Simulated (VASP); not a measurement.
Write the native input for VASP 6.6.1 that does the following.

| Item | Value |
| --- | --- |
| Task | electric field gradients |
| Functional | PBE |
| Potentials or basis | VASP PAW PBE potentials, release 64 (Bi_d, Se) |
| Cutoff | 520 eV |
| k mesh | 6 × 6 × 6 |
| Occupations | fermi-dirac, width 0.03 eV |
| Spin | no spin polarisation |
| Dipole correction | no |
| Further INCAR settings | ALGO = Normal; EDIFF = 1e-08; NBANDS = 32 |

The structure of Bi2Se3 lies in POSCAR:

```
Bi2Se3
1.0
    2.1129292827      1.2199002901      9.5453300000
   -2.1129292827      1.2199002901      9.5453300000
    0.0000000000     -2.4398005804      9.5453300000
Bi Se
2 3
Direct
    0.4008000000      0.4008000000      0.4008000000
    0.5992000000      0.5992000000      0.5992000000
    0.0000000000      0.0000000000      0.0000000000
    0.2117000000      0.2117000000      0.2117000000
    0.7883000000      0.7883000000      0.7883000000
```

This cell differs from its parent crystal: equal xx and yy strain of +2 %.

One way to write it, as run:

INCAR

```
SYSTEM = Bi2Se3
PREC = Accurate ; ENCUT = 520
EDIFF = 1E-8 ; ISMEAR = -1
SIGMA = 0.03 ; LREAL = .False.
LASPH = .True. ; NELM = 100
ALGO = Normal ; ISIF = 2
LWAVE = .False. ; LCHARG = .False.
GGA = PE ; LEFG = .True.
NBANDS = 32
```

KPOINTS

```
Automatic mesh
0
Gamma
  6 6 6
  0 0 0
```

Potentials or basis: VASP PAW PBE potentials, release 64 (Bi_d, Se).

Command:

```console
$ cat potpaw_PBE.64/Bi_d/POTCAR potpaw_PBE.64/Se/POTCAR > POTCAR
$ mpirun -np 1 vasp_std > vasp.out
```

It gave:

```
Pressure                                : 0.1 GPa
Largest force                           : 0.064 eV/Å
Band gap on the k mesh                  : 0.19 eV
Largest electric field gradient by atom : Bi +1.2; Se +60.3, -22.0 (each value once) V/Å²
```

Caveat: the cell differs from its parent crystal (equal xx and yy strain of +2 %); without QUAD_EFG the Cq values of the log hold for a quadrupole moment of 1 mb, not for the nuclei; spin-orbit coupling is left out, which moves the levels of the heavy elements.

It took 34 min on 1 thread of AMD EPYC 7R13, on a shared host, peak memory 0.92 GiB.
